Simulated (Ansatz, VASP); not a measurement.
## N in VASP and in Ansatz

```
CELL_PARAMETERS angstrom
4.98065 2.87558 4.47673
-4.98065 2.87558 4.47673
0.00000 -5.75116 4.47673
ATOMIC_POSITIONS crystal
N 0.55773 0.03835 0.71637
N 0.96165 0.28363 0.44227
N 0.71637 0.55773 0.03835
N 0.95931 0.95931 0.95931
N 0.53835 0.05773 0.21637
N 0.78363 0.46165 0.94227
N 0.28363 0.44227 0.96165
N 0.04069 0.04069 0.04069
N 0.46165 0.94227 0.78363
N 0.54069 0.54069 0.54069
N 0.44227 0.96165 0.28363
N 0.45931 0.45931 0.45931
N 0.03835 0.71637 0.55773
N 0.94227 0.78363 0.46165
N 0.21637 0.53835 0.05773
N 0.05773 0.21637 0.53835
```

Alike in both runs: functional r2SCAN; k mesh 3 × 3 × 3; occupations gaussian, width 0.02 eV; no spin polarisation.

Ansatz relaxed the structure, and its values are those at the end. VASP's run is a single point on that final structure, the one shown.

|  | VASP | Ansatz |
| --- | --- | --- |
| version | VASP 6.6.1 | Ansatz 0.2.0 |
| potentials or method | VASP PAW PBE potentials, release 64 (N), cutoff 520 eV | scalar-relativistic, plane waves, PAW |
| valence electrons in the cell | 80 | 80 |

Ansatz gave:

* gap on the k mesh at the Fermi level (eV): 8.32
* least direct gap on the mesh (eV): 8.37
* pressure (GPa): 0.0
* rms of the force components (eV/Å): 0.001

Question: What did VASP give for the same quantities?

Answer: gap on the k mesh at the Fermi level (eV): 8.28; least direct gap on the mesh (eV): 8.34; pressure (GPa): 2.5; rms of the force components (eV/Å): 1.336.

VASP's potentials were made for PBE, not for r2SCAN. One of these differences is far larger than is usual between the two programs; its cause wasn't traced.

Noted on VASP's run: the standard files for N, O and F lose accuracy on very short bonds.
